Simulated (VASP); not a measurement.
Input of a VASP 6.6.1 run:

The input INCAR:

```
PREC = Accurate
ENCUT = 520
EDIFF = 1E-6
ISMEAR = -1
SIGMA = 0.03
LREAL = F
LASPH = T
NELM = 60
ALGO = Normal
ISIF = 2
LWAVE = F
LCHARG = F
GGA = PS
NBANDS = 12
```

Contents of KPOINTS:

```
regular mesh
0
Gamma
  15 15 15
```

Contents of POSCAR:

```
Ag
1.0
    0.0000000000      2.0293875063      2.0293875063
    2.0293875063      0.0000000000      2.0293875063
    2.0293875063      2.0293875063      0.0000000000
Ag
1
Direct
    0.0000000000      0.0000000000      0.0000000000
```

Potentials or basis: VASP PAW PBE potentials, release 64 (Ag).

The run is started by

```console
$ cat potpaw_PBE.64/Ag/POTCAR > POTCAR
$ mpirun -np 1 vasp_std > vasp.out
```

Task: What does it give for the pressure?

Result: -0.8 GPa.

Caveat: the PAW data sets were made with another functional, which shifts forces and pressure a little.
